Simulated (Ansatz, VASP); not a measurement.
Two plane-wave programs on Sc

INCAR

```
SYSTEM = Sc
ALGO     = Normal         ! electronic algorithm
EDIFF    = 1E-6           ! SCF threshold, eV
ENCUT    = 500            ! plane-wave cutoff, eV
GGA_COMPAT= .False.      
ISIF     = 2              ! what is computed and relaxed
ISMEAR   = -1             ! smearing method
LASPH    = .True.         ! aspherical terms in the spheres
LCHARG   = .False.        ! write CHGCAR
LREAL    = .False.        ! projectors in reciprocal space
LWAVE    = .False.        ! write WAVECAR
NBANDS   = 18             ! bands
NELM     = 120            ! most SCF steps
PREC     = Accurate       ! precision mode
SIGMA    = 0.01           ! smearing width, eV
```

File KPOINTS:

```
k-points
0
Gamma
  11 11 6
  0 0 0
```

The input POSCAR:

```
Sc
1.0
    3.2269060027      0.0000000000      0.0000000000
   -1.6134530014      2.7945825740      0.0000000000
    0.0000000000      0.0000000000      5.0094253455
Sc
2
Direct
    0.3333333333      0.6666666667      0.2500000000
    0.6666666667      0.3333333333      0.7500000000
```

Input for Ansatz:

```yaml
crystal:
  lattice:
    - [3.2269060027, 0.0, 0.0]
    - [-1.6134530014, 2.794582574, 0.0]
    - [0.0, 0.0, 5.0094253455]
  atoms:
    - { symbol: Sc, position: [0.3333333333, 0.6666666667, 0.25] }
    - { symbol: Sc, position: [0.6666666667, 0.3333333333, 0.75] }
hamiltonian:
  xc: lda
  pseudopotentials:
    kind: paw
    azcp:
      Sc: "pseudopotentials/Sc.paw.azcp"
basis:
  ecutwfc: 420
  fft_grid_basis: typed
kpoints:
  mp_grid: { grid: [11, 11, 6], shift: [0, 0, 0] }
magnetization:
  spin_polarized: false
scf:
  occupations: { method: fermi_dirac, width: 0.01 }
  lower_state_search: "off"
output:
  stress: true
```

Alike in both runs: task single point; functional LDA; k mesh 11 × 11 × 6; occupations fermi-dirac, width 0.01 eV; no spin polarisation.

|  | VASP | Ansatz |
| --- | --- | --- |
| version | VASP 6.6.1 | Ansatz 0.2.0 |
| potentials or method | VASP PAW LDA potentials, release 64 (Sc_sv), cutoff 500 eV | plane waves (420 eV) with PAW, scalar-relativistic |
| valence electrons in the cell | 22 | 22 |

|  | VASP | Ansatz | Ansatz less VASP |
| --- | --- | --- | --- |
| pressure (GPa) | -0.2 | -0.3 | -0.08 |
| traceless stress, the component that is largest in VASP (GPa) | -0.08 | -0.08 | -0.003 |

Ansatz warns that its potentials were made for another functional, while VASP's fit it. LDA's correlation is that of Perdew and Zunger in VASP and of Perdew and Wang (1992) in Ansatz.
